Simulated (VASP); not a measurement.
SiSnO4:

```
Sn Si O
1.0
     3.21088   -3.12513    0.00000
     3.21088    3.12513    0.00000
     0.00000    0.00000    2.94459
Sn Si O
1 1 4
Direct
  0.50000 0.50000 0.50000
  0.00000 0.00000 0.00000
  0.17758 0.17758 0.50000
  0.82242 0.82242 0.50000
  0.71948 0.28052 0.00000
  0.28052 0.71948 0.00000
```

Base run:

```yaml
Program: VASP 6.6.1
Functional: r2SCAN
Potentials_or_basis: VASP PAW PBE potentials, release 64 (Sn_d, Si, O)
Cutoff: 520 eV
k_mesh: 6 × 6 × 8
Occupations: gaussian, width 0.01 eV
Spin: no spin polarisation
```

Its results: band gap on the k mesh 3.05 eV, direct; pressure 1.0 GPa; largest force 0.088 eV/Å.

Q: The run is repeated on the same cell with these changes: functional from r2SCAN to PBE; occupations from gaussian, width 0.01 eV to fermi-dirac, width 0.02 eV. What comes out?

A: Band gap on the k mesh 2.27 eV, direct; pressure 9.1 GPa; largest force 0.180 eV/Å.

Caveats: spin-orbit coupling is left out, which moves the levels of the heavy elements; the PAW data sets were made with another functional, which shifts forces and pressure a little (some runs).

